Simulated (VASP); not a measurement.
Set up this calculation in VASP 6.6.1, as the native input.

| Quantity | Value |
| --- | --- |
| Task | single point |
| Functional | b88 exchange, pbe correlation |
| Potentials or basis | VASP PAW PBE potentials, release 64 (Fe) |
| Cutoff | 600 eV |
| k mesh | 13 × 13 × 13 |
| Occupations | fermi-dirac, width 0.05 eV |
| Spin | collinear spin, ferromagnetic start |
| Starting moments | [3.0] μB |
| Dipole correction | no |
| Further INCAR settings | ALGO = Normal; EDIFF = 1e-06; NBANDS = 14 |

The structure of Fe lies in POSCAR:

```
Fe
1.0
   -1.4333151444      1.4333151444      1.4333151444
    1.4333151444     -1.4333151444      1.4333151444
    1.4333151444      1.4333151444     -1.4333151444
Fe
1
Direct
    0.0000000000      0.0000000000      0.0000000000
```

One way to write it, as run:

INCAR

```
PREC = Accurate ; ENCUT = 600
EDIFF = 1E-6 ; ISMEAR = -1
SIGMA = 0.05 ; LREAL = False
LASPH = True ; NELM = 200
ALGO = Normal ; ISIF = 2
LWAVE = False ; LCHARG = False
ISPIN = 2 ; MAGMOM = 3
LORBIT = 11 ; LMAXMIX = 4
GGA = LIBXC ; LIBXC1 = GGA_X_B88
LIBXC2 = GGA_C_PBE ; NBANDS = 14
GGA_COMPAT = False
```

KPOINTS

```
Automatic mesh
0
Gamma
  13 13 13
```

Potentials or basis: VASP PAW PBE potentials, release 64 (Fe).

The run is started by

```bash
$ cat potpaw_PBE.64/Fe/POTCAR > POTCAR
$ mpirun -np 1 vasp_std > vasp.out
```

It gave:

```json
{"Pressure": "-7.7 GPa", "Net moment": "2.20 μB per cell", "Site moments": "Fe +2.21 μB", "Valence electrons inside the program's atomic spheres": "Fe 7.20"}
```

Caveat: the cell stands under tension; the PAW data sets were made with another functional, which shifts forces and pressure a little.

It took 16 s on 1 thread of Intel(R) Xeon(R) 6975P-C (Granite Rapids) (shared host), peak memory 0.15 GiB.
